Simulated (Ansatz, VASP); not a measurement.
**CdIn2O4: VASP beside Ansatz**

```
Cd In O
1.0
     0.00000    4.60036    4.60036
     4.60036    0.00000    4.60036
     4.60036    4.60036    0.00000
Cd In O
2 4 8
Cartesian
  0.0000 0.0000 0.0000
  2.3002 2.3002 2.3002
  5.7505 5.7505 5.7505
  5.7505 3.4503 3.4503
  3.4503 3.4503 5.7505
  3.4503 5.7505 3.4503
  7.9299 7.9299 7.9299
  3.5710 5.6297 5.6297
  5.8712 5.8712 7.9299
  5.6297 3.5710 5.6297
  7.9299 5.8712 5.8712
  3.5710 3.5710 3.5710
  5.8712 7.9299 5.8712
  5.6297 5.6297 3.5710
```

Alike in both runs: task single point; functional PBE; k mesh 6 × 6 × 6; occupations fermi-dirac, width 0.02 eV; non-collinear spin, spin-orbit coupling.

|  | VASP | Ansatz |
| --- | --- | --- |
| version | VASP 6.6.1 | Ansatz 0.2.0 |
| potentials or method | VASP PAW PBE potentials, release 64 (Cd, In_d, O) | plane waves, PAW |
| plane-wave cutoff (eV) | 600 | 420 |
| valence electrons in the cell | 124 | 140 |

|  | VASP | Ansatz | Ansatz less VASP |
| --- | --- | --- | --- |
| pressure (GPa) | 6.0 | 5.4 | -0.58 |
| rms of the force components (eV/Å) | 0.070 | 0.085 | +0.0157 |

Atom by atom the forces differ by 0.016 eV/Å (rms over components). With one functional, cell and mesh, what is left measures potentials, basis and numerics. VASP's potentials hold 124 valence electrons a cell and Ansatz's 140, so a difference there can come from the potentials and not from the codes.
